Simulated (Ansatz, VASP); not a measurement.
**Sn: VASP beside Ansatz**

```
Sn
1.0
     0.00000    3.28857    3.28857
     3.28857    0.00000    3.28857
     3.28857    3.28857    0.00000
Sn
2
Direct
  0.50000 0.50000 0.50000
  0.75000 0.75000 0.75000
```

Alike in both runs: task single point; functional PBEsol; k mesh 6 × 6 × 6; occupations gaussian, width 0.1 eV; no spin polarisation.

|  | VASP | Ansatz |
| --- | --- | --- |
| version | VASP 6.6.1 | Ansatz 0.2.0 |
| potentials or method | VASP PAW PBE potentials, release 64 (Sn_d), cutoff 520 eV | scalar-relativistic, plane waves, PAW |
| valence electrons in the cell | 28 | 28 |

|  | VASP | Ansatz | Ansatz less VASP |
| --- | --- | --- | --- |
| gap on the k mesh at the Fermi level (eV) | none | none | - |
| pressure (GPa) | -0.7 | -0.6 | +0.06 |

VASP's potentials were made for PBE, not for PBEsol. A gap of «none» marks a metal or a gap that the smearing closes.
